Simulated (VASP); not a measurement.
A run of VASP 6.6.1 is set up as follows.

The input INCAR:

```
SYSTEM = SiSe
ALGO = Normal
EDIFF = 1E-6
ENCUT = 520
GGA = PE
ISIF = 2
ISMEAR = -1
LASPH = .True.
LCHARG = .False.
LREAL = .False.
LWAVE = .False.
NBANDS = 12
NELM = 100
PREC = Accurate
SIGMA = 0.05
```

File KPOINTS:

```
k-points
0
Gamma
  9 9 7
  0 0 0
```

The input POSCAR:

```
SiSe
1.0
    3.5952000000      0.0000000000      0.0000000000
   -1.7976000000      3.1135300000      0.0000000000
    0.0000000000      0.0000000000      3.5987300000
Si Se
1 1
Direct
    0.6666700000      0.3333300000      0.5000000000
    0.0000000000      0.0000000000      0.0000000000
```

Potentials or basis: VASP PAW PBE potentials, release 64 (Si, Se).

Run with:

```sh
$ cat potpaw_PBE.64/Si/POTCAR potpaw_PBE.64/Se/POTCAR > POTCAR
$ mpirun -np 1 vasp_std > vasp.out
```

(1) Estimate the pressure.

(2) Predict the band gap on the k mesh.

## Answers

(1) 0.4 GPa.

(2) zero (bands 5 and 6 overlap by 2.91 eV).
